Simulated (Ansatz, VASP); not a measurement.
Si3Ni4: VASP beside Ansatz

```
Si Ni
1.0
    -6.02024    0.13543   -0.08190
    -3.14545    3.14406   -4.81832
    -3.00103   -2.89124   -4.73710
Si Ni
6 8
Direct
  0.70150 0.34387 0.79751
  0.13871 0.29150 0.86038
  0.63881 0.79154 0.36027
  0.20143 0.84397 0.29739
  0.11479 0.44800 0.38461
  0.61478 0.94799 0.88461
  0.45053 0.60695 0.04765
  0.87623 0.54067 0.12278
  0.37607 0.04057 0.62295
  0.95055 0.10693 0.54770
  0.85846 0.70029 0.64072
  0.28182 0.64952 0.71684
  0.78164 0.14951 0.21710
  0.35842 0.20034 0.14072
```

Alike in both runs: functional PBE; k mesh 3 × 3 × 3; occupations gaussian, width 0.1 eV; no spin polarisation.

Ansatz relaxed the structure, and its values are those at the end. VASP's run is a single point on that final structure, the one shown.

```csv
,VASP,Ansatz
version,VASP 6.6.1,Ansatz 0.2.0
potentials or method,"VASP PAW PBE potentials, release 64 (Si, Ni), cutoff 520 eV","scalar-relativistic, plane waves, PAW"
valence electrons in the cell,104,168
```

|  | VASP | Ansatz | Ansatz less VASP |
| --- | --- | --- | --- |
| gap on the k mesh at the Fermi level (eV) | none | none | - |
| pressure (GPa) | 0.1 | 0.0 | -0.07 |
| rms of the force components (eV/Å) | 0.009 | 0.008 | -0.0009 |

A gap of «none» marks a metal or a gap that the smearing closes. VASP's potentials hold 104 valence electrons a cell and Ansatz's 168, so a difference there can come from the potentials and not from the codes.

The k mesh is coarse, so the values compare programs but aren't converged.
